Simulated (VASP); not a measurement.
# PbSe (gw) (Fm-3m) in VASP: single point with PBEsol

Aim: the single point of PbSe (gw) with PBEsol.

All numbers are computed with VASP 6.6.1; they aren't measurements. Logs are shortened: lines on timing, memory, paths and dates and some standing lists are left out, and cuts for length are marked.

## 1. The cell of the first run

It takes space group Fm-3m (No. 225, cubic). The conventional cell has a = 6.103 Å, b = 6.103 Å, c = 6.103 Å, α = 90.00°, β = 90.00°, γ = 90.00°. Within 4.0 Å of Pb (site symmetry m-3m) lie 6 Se at 3.05 Å. Within 4.0 Å of Se (site symmetry m-3m) lie 6 Pb at 3.05 Å.

## 2. Single point, PBEsol

Input file INCAR:

```
SYSTEM = PbSe
PREC = Accurate ; ENCUT = 500
EDIFF = 1E-6 ; ISMEAR = 0
SIGMA = 0.01 ; LREAL = .FALSE.
LASPH = .TRUE. ; NELM = 120
ALGO = Normal ; ISIF = 2
LWAVE = .FALSE. ; LCHARG = .FALSE.
GGA = PS ; NBANDS = 17
GGA_COMPAT = .FALSE.
```

Input file KPOINTS:

```
Automatic mesh
0
G
  4 4 4
  0 0 0
```

Input file POSCAR:

```
PbSe
1.0
    0.0000000000      3.0512721147      3.0512721147
    3.0512721147      0.0000000000      3.0512721147
    3.0512721147      3.0512721147      0.0000000000
Pb Se
1 1
Direct
    0.0000000000      0.0000000000      0.0000000000
    0.5000000000      0.5000000000      0.5000000000
```

Potentials or basis: VASP PAW PBE potentials, release 64 (Pb_d, Se).

Command:

```console
> cat potpaw_PBE.64/Pb_d/POTCAR potpaw_PBE.64/Se/POTCAR > POTCAR
> mpirun -np 1 vasp_std > vasp.out
```

OUTCAR:

```text
SYSTEM = PbSe
   PREC = Accurate
   ENCUT = 500
   EDIFF = 1E-6
   ISMEAR = 0
   LREAL = .FALSE.
   LASPH = .TRUE.
   NELM = 120
   ISIF = 2
   GGA = PS

 ion  position               nearest neighbor table
   1  0.000  0.000  0.000-   2 3.05   2 3.05   2 3.05   2 3.05   2 3.05   2 3.05
   2  0.500  0.500  0.500-   1 3.05   1 3.05   1 3.05   1 3.05   1 3.05   1 3.05

  LATTYP: Found a face centered cubic cell.
 ALAT       =     6.1025442294

  Lattice vectors:

 A1 = (   0.0000000000,   3.0512721147,   3.0512721147)
 A2 = (   3.0512721147,   0.0000000000,   3.0512721147)
 A3 = (   3.0512721147,   3.0512721147,   0.0000000000)

Analysis of symmetry for initial positions (statically):
=====================================================================
 Subroutine PRICEL returns:
 Original cell was already a primitive cell.

 Routine SETGRP: Setting up the symmetry group for a
 face centered cubic supercell.

 Subroutine GETGRP returns: Found 48 space group operations
 (whereof 48 operations were pure point group operations)
 out of a pool of 48 trial point group operations.

The static configuration has the point symmetry O_h .

Analysis of symmetry for dynamics (positions and initial velocities):
=====================================================================
 Subroutine PRICEL returns:
 Original cell was already a primitive cell.

 Routine SETGRP: Setting up the symmetry group for a
 face centered cubic supercell.

 Subroutine GETGRP returns: Found 48 space group operations
 (whereof 48 operations were pure point group operations)
 out of a pool of 48 trial point group operations.

The dynamic configuration has the point symmetry O_h .

 Subroutine INISYM returns: Found 48 space group operations
 (whereof 48 operations are pure point group operations),
 and found     1 'primitive' translations

----------------------------------------------------------------------------------------

                                     Primitive cell

  volume of cell :      56.8163

  direct lattice vectors                    reciprocal lattice vectors
     0.000000000  3.051272115  3.051272115    -0.163866080  0.163866080  0.163866080
     3.051272115  0.000000000  3.051272115     0.163866080 -0.163866080  0.163866080
     3.051272115  3.051272115  0.000000000     0.163866080  0.163866080 -0.163866080

  length of vectors
     4.315150407  4.315150407  4.315150407     0.283824376  0.283824376  0.283824376

  position of ions in fractional coordinates (direct lattice)
     0.000000000  0.000000000  0.000000000
     0.500000000  0.500000000  0.500000000

  ion indices of the primitive-cell ions
[... 58 lines left out ...]
   EDIFF  = 0.1E-05   stopping-criterion for ELM
   LREAL  =      F    real-space projection
   EDIFFG = 0.1E-04   stopping-criterion for IOM
   NSW    =      0    number of steps for IOM
   IBRION =     -1    ionic relax: 0-MD 1-quasi-New 2-CG
   NFREE  =      0    steps in history (QN), initial steepest desc. (CG)
   ISIF   =      2    stress and relaxation
   ISYM   =      2    0-nonsym 1-usesym 2-fastsym
   POTIM  = 0.5000    time-step for ionic-motion
   TEBEG  =    0.0;   TEEND  =   0.0 temperature during run
   PSTRESS=    0.0 pullay stress
   NELECT =      20.0000    total number of electrons
   NUPDOWN=      -1.0000    fix difference up-down
   EMIN   =  10.00;   EMAX   =-10.00  energy-range for DOS
   EFERMI =   0.00;   METHOD = LEGACY
   ISMEAR =     0;   SIGMA  =   0.01  broadening in eV -4-tet -1-fermi 0-gaus
   EFERMI_NEDOS =   21; number of points for ismear=-14 and -15
   IALGO  =     38    algorithm
   IMIX   =      4    mixing-type and parameters
     AMIX     =   0.40;   BMIX     =  1.00
     AMIX_MAG =   1.60;   BMIX_MAG =  1.00
  volume/ion in A,a.u.               =      28.41       191.71
  Fermi-wavevector in a.u.,A,eV,Ry     =   1.155919  2.184369 18.179392  1.336148
  Thomas-Fermi vector in A             =   2.292543
   LORBIT       =      0    0 simple, 1 ext, 2 COOP (PROOUT), +10 PAW based schemes
   GGA     = PS    functional components
   LHFCALC =     F    Hartree Fock is set to
   AEXX    =    0.0000 exact exchange contribution
   IVDW    =     0    specifies the selected vdW correction
   LEPSILON=     F    determine dielectric tensor
   LRPA    =     F    only Hartree local field effects (RPA)
 non-spin polarized calculation
 Gauss-broadening in eV      SIGMA  =   0.01
  energy-cutoff  :      500.00
  volume of cell :       56.82
 maximum number of plane-waves:      1459
   NGX = 15   NGY = 15   NGZ = 15

 number of electron      20.0000003 magnetization

 Free energy of the ion-electron system (eV)
  ---------------------------------------------------
  ext. energy  EPLUGINS =         0.00000000
  ---------------------------------------------------
  free energy    TOTEN  =        -8.90834732 eV

  energy without entropy =       -8.90834732  energy(sigma->0) =       -8.90834732

 E-fermi :   5.1004     XC(G=0):  -9.7644

 val. band max:        5.0282068376   @ k =   0.5000   0.0000   0.0000
 cond. band min:       5.2008836144   @ k =   0.5000   0.0000   0.0000
 fundamental gap:      0.1726767767
 Fermi energy:         5.1003629748

 k-point     1 :       0.0000    0.0000    0.0000
  band No.  band energies     occupation
      1     -11.7386      2.00000
      2     -11.7386      2.00000
      3     -11.7386      2.00000
      4     -11.7379      2.00000
      5     -11.7379      2.00000
      6      -8.6649      2.00000
[... 137 lines left out ...]
      4     -11.7256      2.00000
      5     -11.6909      2.00000
      6      -7.1459      2.00000
[... 9 lines left out ...]
     16      16.8178      0.00000
     17      17.6873      0.00000

------------------------ aborting loop because EDIFF is reached ----------------------------------------

  FORCE on cell =-STRESS in cart. coord.  units (eV):
  Direction    XX          YY          ZZ          XY          YZ          ZX
  --------------------------------------------------------------------------------------
  -------------------------------------------------------------------------------------
  Total       -0.0037538     -0.0037538     -0.0037538     -0.0000000      0.0000000     -0.0000000
  in kB       -0.1058533     -0.1058533     -0.1058533     -0.0000000      0.0000000     -0.0000000
  external PRESSURE =      -0.1058533 kB  Pullay stress =       0.0000000 kB

 VOLUME and BASIS-vectors are now :
 -----------------------------------------------------------------------------
  energy-cutoff  :      500.00
  volume of cell :       56.82
      direct lattice vectors                 reciprocal lattice vectors
     0.000000000  3.051272115  3.051272115    -0.163866080  0.163866080  0.163866080
     3.051272115  0.000000000  3.051272115     0.163866080 -0.163866080  0.163866080
     3.051272115  3.051272115  0.000000000     0.163866080  0.163866080 -0.163866080

 POSITION                                       TOTAL-FORCE (eV/Angst)
 -----------------------------------------------------------------------------------
      0.00000      0.00000      0.00000         0.000000      0.000000      0.000000
      3.05127      3.05127      3.05127        -0.000000      0.000000     -0.000000
 -----------------------------------------------------------------------------------
    total drift:                                0.000000     -0.000000     -0.000000

  FREE ENERGIE OF THE ION-ELECTRON SYSTEM (eV)
  ---------------------------------------------------
  free  energy   TOTEN  =        -8.9083473157 eV

  energy  without entropy=       -8.9083473157  energy(sigma->0) =       -8.90834732
```

Run time: 16 s. Hardware: 1 thread of Intel Xeon 8259CL, shared host; peak memory 0.18 GiB.

What came out:

```yaml
Free_energy: -8.9083 eV
Pressure: 0.0 GPa
Band_gap_on_the_k_mesh: 0.17 eV, direct
```

Levels at points of the mesh, in eV from the valence-band top:
```tsv
k point	band 6	band 7	band 8	band 9	band 10	band 11	band 12	band 13	band 14	band 15
(0.00, 0.00, 0.00)	-13.69	-6.32	-1.92	-1.92	-1.92	4.69	4.69	4.69	6.42	6.42
(0.50, 0.00, 0.00)	-12.59	-8.89	-1.50	-1.50	0.00	0.17	1.63	1.63	8.41	10.11
(0.50, 0.50, 0.00)	-12.20	-7.43	-5.11	-3.31	-3.31	3.54	5.61	5.61	6.04	11.31
```

Caveat: the k points lie up to 0.45 Å⁻¹ apart; the PAW data sets were made with another functional, which shifts forces and pressure a little; spin-orbit coupling is left out, which moves the levels of the heavy elements. A k mesh can miss the band edges.
